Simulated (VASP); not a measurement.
# BN (P2_1) in VASP: notebook, part 2 of 2

VASP 6.6.1. Earlier steps stand in the parts before.

**3. Single point, PBE (mode 4 (471.6 1/cm) frozen in, largest displacement +0.090 Å)**

File INCAR:

```
ALGO = Normal
EDIFF = 1E-7
ENCUT = 520
GGA = PE
ISIF = 2
ISMEAR = 0
LASPH = T
LCHARG = T
LELF = T
LREAL = F
LVHAR = T
LWAVE = F
NBANDS = 16
NELM = 100
PREC = Accurate
SIGMA = 0.05
```

File KPOINTS:

```
k-points
0
Gamma
  12 12 6
```

File POSCAR:

```
BN
1.0
    2.5545800960      0.0000000000      0.0000000000
   -1.2772900480      2.2123312591      0.0000000000
    0.0000000000      0.0000000000      4.2245145352
B N
2 2
Direct
    0.6995666446      0.3333333333      0.9998058547
    0.3004333554      0.6666666667      0.4998058547
    0.6314358277      0.3333333333      0.6251941453
    0.3685641723      0.6666666667      0.1251941453
```

Potentials or basis: VASP PAW PBE potentials, release 64 (B, N).

The run is started by

```bash
cat potpaw_PBE.64/B/POTCAR potpaw_PBE.64/N/POTCAR > POTCAR
mpirun -np 1 vasp_std > vasp.out
```

OUTCAR:

```text
EDIFF = 1E-7
   ENCUT = 520
   GGA = PE
   ISIF = 2
   ISMEAR = 0
   LASPH = T
   LREAL = F
   NELM = 100
   PREC = Accurate

 ion  position               nearest neighbor table
   1  0.700  0.333  1.000-   4 1.56   4 1.57   4 1.57   3 1.59
   2  0.300  0.667  0.500-   3 1.56   3 1.57   3 1.57   4 1.59
   3  0.631  0.333  0.625-   2 1.56   2 1.57   2 1.57   1 1.59
   4  0.369  0.667  0.125-   1 1.56   1 1.57   1 1.57   2 1.59

  LATTYP: Found a hexagonal cell.
 ALAT       =     2.5545800960
 C/A-ratio  =     1.6537021258

  Lattice vectors:

 A1 = (   2.5545800960,   0.0000000000,   0.0000000000)
 A2 = (  -1.2772900480,   2.2123312591,   0.0000000000)
 A3 = (   0.0000000000,   0.0000000000,   4.2245145352)

Analysis of symmetry for initial positions (statically):
=====================================================================
 Subroutine PRICEL returns:
 Original cell was already a primitive cell.

 Routine SETGRP: Setting up the symmetry group for a
 hexagonal supercell.

 Subroutine GETGRP returns: Found  2 space group operations
 (whereof  1 operations were pure point group operations)
 out of a pool of 24 trial point group operations.

The static configuration has the point symmetry C_1 .
 The point group associated with its full space group is C_2 .

Analysis of symmetry for dynamics (positions and initial velocities):
=====================================================================
 Subroutine PRICEL returns:
 Original cell was already a primitive cell.

 Routine SETGRP: Setting up the symmetry group for a
 hexagonal supercell.

 Subroutine GETGRP returns: Found  2 space group operations
 (whereof  1 operations were pure point group operations)
 out of a pool of 24 trial point group operations.

The dynamic configuration has the point symmetry C_1 .
[... 117 lines left out ...]
   EMIN   =  10.00;   EMAX   =-10.00  energy-range for DOS
   EFERMI =   0.00;   METHOD = LEGACY
   ISMEAR =     0;   SIGMA  =   0.05  broadening in eV -4-tet -1-fermi 0-gaus
   EFERMI_NEDOS =   21; number of points for ismear=-14 and -15
   IALGO  =     38    algorithm
   IMIX   =      4    mixing-type and parameters
     AMIX     =   0.40;   BMIX     =  1.00
     AMIX_MAG =   1.60;   BMIX_MAG =  1.00
  volume/ion in A,a.u.               =       5.97        40.28
  Fermi-wavevector in a.u.,A,eV,Ry     =   1.432625  2.707270 27.924811  2.052416
  Thomas-Fermi vector in A             =   2.552232
   LORBIT       =      0    0 simple, 1 ext, 2 COOP (PROOUT), +10 PAW based schemes
   GGA     = PE    functional components
   LHFCALC =     F    Hartree Fock is set to
   AEXX    =    0.0000 exact exchange contribution
   IVDW    =     0    specifies the selected vdW correction
   LEPSILON=     F    determine dielectric tensor
   LRPA    =     F    only Hartree local field effects (RPA)
 non-spin polarized calculation
 Gauss-broadening in eV      SIGMA  =   0.05
  energy-cutoff  :      520.00
  volume of cell :       23.88
 maximum number of plane-waves:       660
   NGX =  9   NGY =  9   NGZ = 15

 number of electron      15.9999997 magnetization

 Free energy of the ion-electron system (eV)
  ---------------------------------------------------
  ext. energy  EPLUGINS =         0.00000000
  ---------------------------------------------------
  free energy    TOTEN  =       -34.67726939 eV

  energy without entropy =      -34.67726939  energy(sigma->0) =      -34.67726939

 E-fermi :   7.7687     XC(G=0): -12.7704

 val. band max:        7.4925469866   @ k =   0.0000   0.0000   0.0000
 cond. band min:      12.5295832147   @ k =   0.3333   0.3333   0.0000
 fundamental gap:      5.0370362280
 Fermi energy:         7.7687210400

 k-point     1 :       0.0000    0.0000    0.0000
  band No.  band energies     occupation
      1     -12.8481      2.00000
      2      -8.7318      2.00000
      3      -3.3601      2.00000
      4       5.2733      2.00000
      5       5.4903      2.00000
      6       7.2383      2.00000
[... 433 lines left out ...]
      3      -2.3324      2.00000
      4       1.9351      2.00000
      5       3.5231      2.00000
      6       4.6950      2.00000
[... 8 lines left out ...]
     15      22.3438      0.00000
     16      22.4347      0.00000

 [... further k-points ...]
[... 5 lines left out ...]
  --------------------------------------------------------------------------------------
  -------------------------------------------------------------------------------------
  Total       -0.2458885      0.1073208      0.1243113     -0.4639727      0.0000000      0.0000000
  in kB      -16.5006945      7.2019155      8.3420861    -31.1355499      0.0000000      0.0000000
  external PRESSURE =      -0.3188976 kB  Pullay stress =       0.0000000 kB

 VOLUME and BASIS-vectors are now :
 -----------------------------------------------------------------------------
  energy-cutoff  :      520.00
  volume of cell :       23.88
      direct lattice vectors                 reciprocal lattice vectors
     2.554580096  0.000000000  0.000000000     0.391453766  0.226005937  0.000000000
    -1.277290048  2.212331259  0.000000000     0.000000000  0.452011875  0.000000000
     0.000000000  0.000000000  4.224514535     0.000000000  0.000000000  0.236713590

 POSITION                                       TOTAL-FORCE (eV/Angst)
 -----------------------------------------------------------------------------------
      1.36134      0.73744      4.22369        -0.735141     -0.034713      0.010522
     -0.08405      1.47489      2.11144         0.735141      0.034713      0.010522
      1.18729      0.73744      2.64114         1.041866     -0.042960     -0.010522
      0.09000      1.47489      0.52888        -1.041866      0.042960     -0.010522
 -----------------------------------------------------------------------------------
    total drift:                                0.000000      0.000000      0.000270

  FREE ENERGIE OF THE ION-ELECTRON SYSTEM (eV)
  ---------------------------------------------------
  free  energy   TOTEN  =       -34.6772693869 eV

  energy  without entropy=      -34.6772693869  energy(sigma->0) =      -34.67726939
```

stdout:

```text
POSCAR found type information on POSCAR B N
 POSCAR found :  2 types and       4 ions
 scaLAPACK will be used
 LDA part: xc-table for (Slater+PW92), standard interpolation
 POSCAR, INCAR and KPOINTS ok, starting setup
 FFT: planning ... GRIDC
 FFT: planning ... GRID_SOFT
 FFT: planning ... GRID
 WAVECAR not read
 entering main loop
```

Wall time 45 s (1 thread of Intel Xeon 6975P-C (Granite Rapids), shared host); peak memory 0.2 GiB.

What came out:

- Free energy: -34.6773 eV
- Pressure: 0.0 GPa
- Largest force: 1.043 eV/Å
- Band gap on the k mesh: 5.04 eV, indirect (least direct gap 7.96 eV)

Forces on the atoms (eV/Å):
```
B   -0.735 -0.035  0.011
B    0.735  0.035  0.011
N    1.042 -0.043 -0.011
N   -1.042  0.043 -0.011
```

Stress tensor (GPa, compression positive):
```
-1.65 -3.11  0.00
-3.11  0.72  0.00
 0.00  0.00  0.83
```

Caveat: the cell differs from its parent crystal (mode 4 (471.6 1/cm) frozen in, largest displacement +0.090 Å); forces of over 1 eV/Å act on the atoms, so gaps and moduli don't describe the material at rest. A k mesh can miss the band edges.

**4. Single point, PBE (mode 4 (471.6 1/cm) frozen in, largest displacement +0.105 Å)**

File INCAR:

```
SYSTEM = BN
  ALGO = Normal
  EDIFF = 1E-6
  ENCUT = 520
  GGA = PE
  ISIF = 2
  ISMEAR = 0
  LASPH = .True.
  LCHARG = .False.
  LREAL = .False.
  LWAVE = .False.
  NBANDS = 16
  NELM = 80
  PREC = Accurate
  SIGMA = 0.05
```

File KPOINTS:

```
k-points
0
Gamma
  12 12 6
  0 0 0
```

File POSCAR:

```
BN
1.0
    2.5545800960      0.0000000000      0.0000000000
   -1.2772900480      2.2123312591      0.0000000000
    0.0000000000      0.0000000000      4.2245145352
B N
2 2
Direct
    0.7050499742      0.3333333333      0.9998058547
    0.2949500258      0.6666666667      0.4998058547
    0.6255640212      0.3333333333      0.6251941453
    0.3744359788      0.6666666667      0.1251941453
```

The run is started by

```bash
cat potpaw_PBE.64/B/POTCAR potpaw_PBE.64/N/POTCAR > POTCAR
mpirun -np 1 vasp_std > vasp.out
```

Wall time 43 s (1 thread of Intel Xeon 6975P-C (Granite Rapids), shared host); peak memory 0.2 GiB.

The run converged. Its results:

```
Free energy            : -34.6211 eV
Pressure               : -0.1 GPa
Largest force          : 1.220 eV/Å
Band gap on the k mesh : 5.00 eV, indirect (least direct gap 7.92 eV)
```

Forces in eV/Å, atoms in the order of the input:
```
B   -0.854 -0.047  0.016
B    0.854  0.047  0.016
N    1.219 -0.059 -0.016
N   -1.219  0.059 -0.016
```

Stress tensor (GPa, compression positive):
```
-2.33 -3.67  0.00
-3.67  0.89  0.00
 0.00  0.00  1.11
```

Levels at points of the mesh, in eV from the valence-band top:
```csv
k point,band 5,band 6,band 7,band 8,band 9,band 10,band 11,band 12
"(0.00, 0.00, 0.00)",-1.96,-0.29,-0.18,0.00,7.92,8.43,8.45,9.80
"(0.50, 0.00, 0.00)",-7.20,-4.97,-3.78,-2.21,6.59,6.78,10.49,11.00
"(0.00, 0.50, 0.00)",-6.89,-4.88,-4.29,-2.34,6.78,7.90,10.28,10.97
"(0.50, 0.50, 0.00)",-6.38,-4.93,-4.77,-2.20,6.55,8.90,10.43,11.10
"(0.00, 0.00, 0.50)",-1.25,-1.25,-1.18,-1.18,9.08,9.08,9.78,9.78
"(0.50, 0.00, 0.50)",-3.95,-3.95,-3.51,-3.51,6.27,6.27,10.14,10.14
"(0.00, 0.50, 0.50)",-4.08,-4.08,-3.19,-3.19,6.41,6.41,9.86,9.86
"(0.50, 0.50, 0.50)",-3.85,-3.85,-3.21,-3.21,6.57,6.57,9.36,9.36
```

Caveat: the cell differs from its parent crystal (mode 4 (471.6 1/cm) frozen in, largest displacement +0.105 Å); forces of over 1 eV/Å act on the atoms, so gaps and moduli don't describe the material at rest.

**5. Single point, PBE (mode 4 (471.6 1/cm) frozen in, largest displacement +0.075 Å)**

File INCAR:

```
SYSTEM = BN
PREC = Accurate
ENCUT = 520
EDIFF = 1E-6
ISMEAR = 0
SIGMA = 0.05
LREAL = .False.
LASPH = .True.
NELM = 100
ALGO = Normal
ISIF = 2
LWAVE = .False.
LCHARG = .False.
GGA = PE
NBANDS = 16
```

File KPOINTS:

```
regular mesh
0
Gamma
  12 12 6
  0 0 0
```

File POSCAR:

```
BN
1.0
    2.5545800960      0.0000000000      0.0000000000
   -1.2772900480      2.2123312591      0.0000000000
    0.0000000000      0.0000000000      4.2245145352
B N
2 2
Direct
    0.6940833149      0.3333333333      0.9998058547
    0.3059166851      0.6666666667      0.4998058547
    0.6373076342      0.3333333333      0.6251941453
    0.3626923658      0.6666666667      0.1251941453
```

The run is started by

```bash
cat potpaw_PBE.64/B/POTCAR potpaw_PBE.64/N/POTCAR > POTCAR
mpirun -np 1 vasp_std > vasp.out
```

It took 43 s on 1 thread of Intel Xeon 6975P-C (Granite Rapids), shared host; peak memory 0.2 GiB.

The run converged. Its results:

- Free energy: -34.7248 eV
- Pressure: 0.0 GPa
- Largest force: 0.867 eV/Å
- Band gap on the k mesh: 5.07 eV, indirect (least direct gap 8.01 eV)

Forces in eV/Å, atoms in the order of the input:
```
B   -0.615 -0.024  0.006
B    0.615  0.024  0.006
N    0.866 -0.030 -0.006
N   -0.866  0.030 -0.006
```

Stress tensor (GPa, compression positive):
```
-1.07 -2.57  0.00
-2.57  0.57  0.00
 0.00  0.00  0.62
```

Levels at points of the mesh, in eV from the valence-band top:
```csv
k point,band 5,band 6,band 7,band 8,band 9,band 10,band 11,band 12
"(0.00, 0.00, 0.00)",-2.04,-0.25,-0.21,0.00,8.01,8.42,8.46,9.59
"(0.50, 0.00, 0.00)",-7.15,-4.99,-3.99,-2.18,6.72,6.98,10.49,11.12
"(0.00, 0.50, 0.00)",-6.90,-4.93,-4.35,-2.25,6.70,7.89,10.38,11.14
"(0.50, 0.50, 0.00)",-6.55,-4.96,-4.70,-2.18,6.56,8.64,10.47,11.25
"(0.00, 0.00, 0.50)",-1.24,-1.24,-1.20,-1.20,9.19,9.19,9.79,9.79
"(0.50, 0.00, 0.50)",-3.90,-3.90,-3.57,-3.57,6.35,6.35,10.12,10.12
"(0.00, 0.50, 0.50)",-3.99,-3.99,-3.33,-3.33,6.45,6.45,9.88,9.88
"(0.50, 0.50, 0.50)",-3.83,-3.83,-3.34,-3.34,6.57,6.57,9.54,9.54
```

Caveat: the cell differs from its parent crystal (mode 4 (471.6 1/cm) frozen in, largest displacement +0.075 Å). A k mesh can miss the band edges.
